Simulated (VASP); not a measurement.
Here is a VASP 6.6.1 calculation.

The input INCAR:

```
  PREC = Accurate
  ENCUT = 520
  EDIFF = 1E-7
  ISMEAR = 0
  SIGMA = 0.02
  LREAL = Auto
  LASPH = T
  NELM = 100
  ALGO = Normal
  ISIF = 2
  LWAVE = F
  LCHARG = F
  GGA = PE
  NBANDS = 104
  KPAR = 4
```

The input KPOINTS:

```
Automatic mesh
0
Gamma
  4 4 4
```

File POSCAR:

```
CsSnI3
1.0
    8.9472678181      0.0000000000      0.0000000000
    0.0000000000     12.5139213637      0.0000000000
    0.0000000000      0.0000000000      8.6831541740
Cs Sn I
4 4 12
Direct
    0.9411831854      0.7500000000     -0.0177996889
    0.4411831854      0.7500000000      0.5177996889
    0.0588168146      0.2500000000      1.0177996889
    0.5588168146      0.2500000000      0.4822003111
    0.5000000000      0.0000000000      0.0000000000
    0.0000000000      0.5000000000      0.5000000000
    0.0000000000      0.0000000000      0.5000000000
    0.5000000000      0.5000000000      0.0000000000
    0.7078333583      0.9679307748      0.7057462764
    0.2921666417      0.4679307748      0.2942537236
    0.7078333583      0.5320692252      0.7057462764
    0.2921666417      0.0320692252      0.2942537236
    0.4947841872      0.2500000000      0.9373965899
    0.2078333583      0.5320692252      0.7942537236
    1.0052158128      0.7500000000      0.4373965899
    0.7921666417      0.4679307748      0.2057462764
    0.7921666417      0.0320692252      0.2057462764
    0.5052158128      0.7500000000      0.0626034101
   -0.0052158128      0.2500000000      0.5626034101
    0.2078333583      0.9679307748      0.7942537236
```

Potentials or basis: VASP PAW PBE potentials, release 64 (Cs_sv, Sn_d, I).

Command:

```bash
$ cat potpaw_PBE.64/Cs_sv/POTCAR potpaw_PBE.64/Sn_d/POTCAR potpaw_PBE.64/I/POTCAR > POTCAR
$ mpirun -np 4 vasp_std > vasp.out
```

Task: What does it give for the band gap on the k mesh?

Result: 0.83 eV.

Task: What does it give for the pressure?

Result: 0.0 GPa.

Forces on the atoms (eV/Å):
```
Cs   0.001  0.000  0.002
Cs   0.001  0.000 -0.002
Cs  -0.001  0.000 -0.002
Cs  -0.001  0.000  0.002
Sn   0.000  0.000  0.000
Sn   0.000  0.000  0.000
Sn   0.000  0.000  0.000
Sn   0.000  0.000  0.000
I    0.003  0.003  0.004
I   -0.003  0.003 -0.004
I    0.003 -0.003  0.004
I   -0.003 -0.003 -0.004
I    0.002  0.000 -0.001
I    0.003 -0.003 -0.004
I   -0.002  0.000 -0.001
I   -0.003  0.003  0.004
I   -0.003 -0.003  0.004
I   -0.002  0.000  0.001
I    0.002  0.000  0.001
I    0.003  0.003 -0.004
```

Caveat: spin-orbit coupling is left out, which moves the levels of the heavy elements. A k mesh can miss the band edges.
